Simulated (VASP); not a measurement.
A run of VASP 6.6.1 is set up as follows.

File POSCAR:

```
Li2S
1.0
    0.0000000000      2.9002886734      2.9002886734
    2.9002886734      0.0000000000      2.9002886734
    2.9002886734      2.9002886734      0.0000000000
Li S
2 1
Direct
    0.2500000000      0.2500000000      0.2500000000
    0.7500000000      0.7500000000      0.7500000000
    0.0000000000      0.0000000000      0.0000000000
```

INCAR.step1

```
SYSTEM = Li2S
PREC = Accurate ; ENCUT = 830
ISMEAR = 0 ; SIGMA = 0.02
LREAL = .FALSE. ; LASPH = .TRUE.
NELM = 120 ; NBANDS = 13
GGA = PE ; ALGO = Normal
EDIFF = 1E-5 ; LWAVE = .TRUE.
LCHARG = .FALSE. ; GGA_COMPAT = .FALSE.
```

File INCAR.step2:

```
SYSTEM = Li2S
PREC = Accurate ; ENCUT = 830
EDIFF = 1E-6 ; ISMEAR = 0
SIGMA = 0.02 ; LREAL = .FALSE.
LASPH = .TRUE. ; NELM = 120
ALGO = Normal ; ISIF = 2
LWAVE = .FALSE. ; LCHARG = .TRUE.
METAGGA = R2SCAN ; LMIXTAU = .TRUE.
LELF = .TRUE. ; LVHAR = .TRUE.
NBANDS = 13 ; ISTART = 1
GGA_COMPAT = .FALSE.
```

Contents of KPOINTS:

```
regular mesh
0
G
  8 8 8
  0 0 0
```

Potentials or basis: VASP PAW PBE potentials, release 64 (Li_sv, S).

Run with:

```console
$ cat potpaw_PBE.64/Li_sv/POTCAR potpaw_PBE.64/S/POTCAR > POTCAR
$ cp INCAR.step1 INCAR
$ mpirun -np 1 vasp_std > vasp.out
$ cp INCAR.step2 INCAR
$ mpirun -np 1 vasp_std > vasp.out
```

(1) Predict the band gap on the k mesh.

(2) Estimate the pressure.

Answers

(1) 3.88 eV, indirect (least direct gap 4.74 eV).

(2) -2.4 GPa.

Caveat: the PAW data sets were made with another functional, which shifts forces and pressure a little.
